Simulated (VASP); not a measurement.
Ru: electric field gradients with PBEsol

Ru:

```
Ru
1.0
     2.70580    0.00000    0.00000
    -1.35290    2.34329    0.00000
     0.00000    0.00000    4.32472
Ru
2
Cartesian
  0.0000 1.5622 1.0812
  1.3529 0.7811 3.2435
```

This cell differs from its parent crystal: zz strain of +1 %.

| Quantity | Value |
| --- | --- |
| Program | VASP 6.6.1 |
| Task | electric field gradients |
| Functional | PBEsol |
| Potentials or basis | VASP PAW PBE potentials, release 64 (Ru_pv) |
| Cutoff | 520 eV |
| k mesh | 14 × 14 × 8 |
| Occupations | fermi-dirac, width 0.03 eV |
| Spin | no spin polarisation |
| Dipole correction | no |
| Further INCAR settings | ALGO = Normal; EDIFF = 1e-08; NBANDS = 21 |

* Pressure: -9.5 GPa
* Band gap on the k mesh: zero (bands 14 and 15 overlap by 3.11 eV)
* Largest electric field gradient by atom: Ru -9.0 V/Å²

Stress tensor (GPa, compression positive):
```
 -7.28   0.00   0.00
  0.00  -7.28   0.00
  0.00   0.00 -13.96
```

Levels at points of the mesh, in eV from the Fermi level:
```csv
k point,band 12,band 13,band 14,band 15,band 16,band 17
"(0.00, 0.00, 0.00)",-1.88,-1.88,-1.28,-1.28,1.13,1.19
"(0.50, 0.00, 0.00)",-1.76,-1.55,1.50,1.87,1.89,4.04
"(0.00, 0.00, 0.50)",-2.68,-2.68,-2.68,0.55,0.55,0.55
"(0.50, 0.00, 0.50)",-0.99,0.45,0.45,1.73,1.73,3.35
```

Electric field gradients, principal values (V/Å²):
```csv
atom,least,middle,greatest (by size)
1 Ru,4.519,4.523,-9.041
2 Ru,4.519,4.523,-9.041
```

Run time: 100 s on 1 thread of Intel Xeon 8259CL (shared host), peak memory 0.17 GiB.

Caveat: the cell differs from its parent crystal (zz strain of +1 %); the cell stands under tension; without QUAD_EFG the Cq values of the log hold for a quadrupole moment of 1 mb, not for the nuclei; the PAW data sets were made with another functional, which shifts forces and pressure a little.
